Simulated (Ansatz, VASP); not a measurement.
## Na in VASP and in Ansatz

POSCAR

```
Na
1.0
   -2.1125000000      2.1125000000      2.1125000000
    2.1125000000     -2.1125000000      2.1125000000
    2.1125000000      2.1125000000     -2.1125000000
Na
1
Direct
    0.0000000000      0.0000000000      0.0000000000
```

The input INCAR.step1:

```
  ALGO = Normal
  EDIFF = 1E-4
  ENCUT = 520
  GGA = PE
  ISMEAR = -1
  LASPH = True
  LCHARG = False
  LREAL = False
  LWAVE = True
  NBANDS = 10
  NELM = 60
  PREC = Accurate
  SIGMA = 1.0
```

INCAR.step2

```
  ALGO = Normal
  EDIFF = 1E-6
  ENCUT = 520
  ISIF = 2
  ISMEAR = -1
  ISTART = 1
  LASPH = True
  LCHARG = False
  LMIXTAU = True
  LREAL = False
  LWAVE = False
  METAGGA = R2SCAN
  NBANDS = 10
  NELM = 60
  PREC = Accurate
  SIGMA = 1.0
```

Contents of KPOINTS:

```
k-points
0
Gamma
  11 11 11
```

Input for Ansatz:

```yaml
crystal:
  lattice:
    - [-2.1125, 2.1125, 2.1125]
    - [2.1125, -2.1125, 2.1125]
    - [2.1125, 2.1125, -2.1125]
  atoms:
    - { symbol: Na, position: [0.0, 0.0, 0.0] }
hamiltonian:
  xc: r2scan
  pseudopotentials:
    kind: paw
    azcp:
      Na: "pseudopotentials/Na.paw.azcp"
basis:
  ecutwfc: 500
  fft_grid_basis: typed
kpoints:
  mp_grid: { grid: [11, 11, 11], shift: [0, 0, 0] }
magnetization:
  spin_polarized: false
scf:
  occupations: { method: fermi_dirac, width: 1.0 }
  lower_state_search: "off"
output:
  stress: true
```

Alike in both runs: task single point; functional r2SCAN; k mesh 11 × 11 × 11; occupations fermi-dirac, width 1 eV; no spin polarisation.

|  | VASP | Ansatz |
| --- | --- | --- |
| version | VASP 6.6.1 | Ansatz 0.2.0 |
| potentials or method | VASP PAW PBE potentials, release 64 (Na_pv), cutoff 520 eV | plane waves (500 eV) with PAW, scalar-relativistic |
| valence electrons in the cell | 7 | 9 |

|  | VASP | Ansatz | Ansatz less VASP |
| --- | --- | --- | --- |
| pressure (GPa) | 1.5 | 1.4 | -0.08 |

VASP's potentials were made for PBE, not for r2SCAN. With one functional, cell and mesh, what is left measures potentials, basis and numerics. VASP's potentials hold 7 valence electrons a cell and Ansatz's 9, so a difference there can come from the potentials and not from the codes.
